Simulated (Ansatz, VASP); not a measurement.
**KTi: VASP beside Ansatz**

Contents of INCAR:

```
ALGO     = Normal         # electronic algorithm
EDIFF    = 1E-6           # SCF threshold, eV
ENCUT    = 520            # plane-wave cutoff, eV
GGA      = PE             # functional
ISIF     = 2              # what is computed and relaxed
ISMEAR   = 0              # smearing method
LASPH    = True           # aspherical terms in the spheres
LCHARG   = False          # write CHGCAR
LREAL    = False          # projectors in reciprocal space
LWAVE    = False          # write WAVECAR
NBANDS   = 29             # bands
NELM     = 60             # most SCF steps
PREC     = Accurate       # precision mode
SIGMA    = 0.1            # smearing width, eV
```

KPOINTS

```
k-points
0
Gamma
  4 4 4
```

The input POSCAR:

```
KTi
1.0
    0.0000000000      3.8031857906      3.8031857906
    3.8031857906      0.0000000000      3.8031857906
    3.8031857906      3.8031857906      0.0000000000
K Ti
2 2
Direct
    0.5000000000      0.5000000000      0.5000000000
    0.7500000000      0.7500000000      0.7500000000
    0.0000000000      0.0000000000      0.0000000000
    0.2500000000      0.2500000000      0.2500000000
```

Input for Ansatz:

```yaml
crystal:
  lattice:
    - [0.0, 3.8031857906, 3.8031857906]
    - [3.8031857906, 0.0, 3.8031857906]
    - [3.8031857906, 3.8031857906, 0.0]
  atoms:
    - { symbol: K, position: [0.5, 0.5, 0.5] }
    - { symbol: K, position: [0.75, 0.75, 0.75] }
    - { symbol: Ti, position: [0.0, 0.0, 0.0] }
    - { symbol: Ti, position: [0.25, 0.25, 0.25] }
basis:
  ecutwfc: 420
kpoints:
  mp_grid: { grid: [4, 4, 4] }
hamiltonian:
  xc: pbe
scf:
  occupations: { method: gaussian, width: 0.1 }
  lower_state_search: "off"
output:
  forces: true
  stress: true
  eigenvalues: true
```

Alike in both runs: task single point; functional PBE; k mesh 4 × 4 × 4; occupations gaussian, width 0.1 eV; no spin polarisation.

|  | VASP | Ansatz |
| --- | --- | --- |
| version | VASP 6.6.1 | Ansatz 0.2.0 |
| potentials or method | VASP PAW PBE potentials, release 64 (K_sv, Ti_sv), cutoff 520 eV | scalar-relativistic, plane waves, PAW |
| valence electrons in the cell | 42 | 42 |

|  | VASP | Ansatz | Ansatz less VASP |
| --- | --- | --- | --- |
| gap on the k mesh at the Fermi level (eV) | none | none | - |
| pressure (GPa) | 2.5 | 2.5 | +0.01 |

A gap of «none» marks a metal or a gap that the smearing closes. With one functional, cell and mesh, what is left measures potentials, basis and numerics.
